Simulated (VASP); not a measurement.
Wanted: the native input for a VASP 6.6.1 run.

```
Task                   : electric field gradients
Functional             : PBE
Potentials or basis    : VASP PAW PBE potentials, release 64 (Zn)
Cutoff                 : 520 eV
k mesh                 : 18 × 18 × 8
Occupations            : fermi-dirac, width 0.03 eV
Spin                   : no spin polarisation
Dipole correction      : no
Further INCAR settings : ALGO = Normal; EDIFF = 1e-08; NBANDS = 19
```

The structure of Zn lies in POSCAR:

```
Zn
1.0
    2.6736512679      0.0000000000      0.0000000000
   -1.3368256340      2.3154499188      0.0000000000
    0.0000000000      0.0000000000      4.9631343400
Zn
2
Direct
    0.3333333333      0.6666666667      0.2500000000
    0.6666666667      0.3333333333      0.7500000000
```

The input as run:

INCAR

```
PREC = Accurate
ENCUT = 520
EDIFF = 1E-8
ISMEAR = -1
SIGMA = 0.03
LREAL = False
LASPH = True
NELM = 60
ALGO = Normal
ISIF = 2
LWAVE = False
LCHARG = False
GGA = PE
LEFG = True
NBANDS = 19
```

KPOINTS

```
Automatic mesh
0
Gamma
  18 18 8
```

Potentials or basis: VASP PAW PBE potentials, release 64 (Zn).

The run is started by

```console
$ cat potpaw_PBE.64/Zn/POTCAR > POTCAR
$ mpirun -np 1 vasp_std > vasp.out
```

It gave:

| Quantity | Value |
| --- | --- |
| Pressure | -0.7 GPa |
| Band gap on the k mesh | zero (bands 12 and 13 overlap by 4.66 eV) |
| Largest electric field gradient by atom | Zn +34.5 V/Å² |

Caveat: without QUAD_EFG the Cq values of the log hold for a quadrupole moment of 1 mb, not for the nuclei.

It took 60 s on 1 thread of Intel(R) Xeon(R) Platinum 8488C (Sapphire Rapids), with other jobs on the host, peak memory 0.2 GiB.
